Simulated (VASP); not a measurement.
Wanted: the native input for a VASP 6.6.1 run.

| Quantity | Value |
| --- | --- |
| Task | single point |
| Functional | PBE |
| Potentials or basis | VASP PAW PBE potentials, release 64 (Ti_sv, C) |
| Cutoff | 520 eV |
| k mesh | 8 × 8 × 1 |
| Occupations | gaussian, width 0.1 eV |
| Spin | no spin polarisation |
| Dipole correction | yes |
| Further INCAR settings | ALGO = Normal; EDIFF = 1e-06; NBANDS = 34 |

The structure of Ti4C lies in POSCAR:

```
Ti4C
1.0
    3.2553359278      0.0000000000      0.0000000000
    0.0000000000      3.2553359278      0.0000000000
    0.0000000000      0.0000000000     20.1793674396
Ti C
4 1
Direct
    0.5000000000      0.5000000000      0.1982222690
    0.0000000000      0.0000000000      0.2788822782
    0.5000000000      0.5000000000      0.3551865237
    0.0000000000      0.0000000000      0.4301109767
    0.2500000000      0.2500000000      0.4929887066
```

One way to write it, as run:

INCAR

```
SYSTEM = Ti4C
PREC = Accurate
ENCUT = 520
EDIFF = 1E-6
ISMEAR = 0
SIGMA = 0.1
LREAL = .FALSE.
LASPH = .TRUE.
NELM = 60
ALGO = Normal
ISIF = 2
LWAVE = .FALSE.
LCHARG = .FALSE.
LDIPOL = .TRUE.
IDIPOL = 3
DIPOL = 0.5 0.5 0.351
GGA = PE
NBANDS = 34
```

KPOINTS

```
regular mesh
0
G
  8 8 1
  0 0 0
```

Potentials or basis: VASP PAW PBE potentials, release 64 (Ti_sv, C).

The run is started by

```console
$ cat potpaw_PBE.64/Ti_sv/POTCAR potpaw_PBE.64/C/POTCAR > POTCAR
$ mpirun -np 1 vasp_std > vasp.out
```

Results of the run:

```yaml
Largest_force: 3.810 eV/Å
Band_gap_on_the_k_mesh: zero (band 26 reaches -0.14 eV, above the bottom of band 27 at -0.70 eV)
```

Wall time 2.2 min on 1 thread of Intel(R) Xeon(R) 6975P-C (Granite Rapids), with other jobs on the host, peak memory 0.34 GiB.
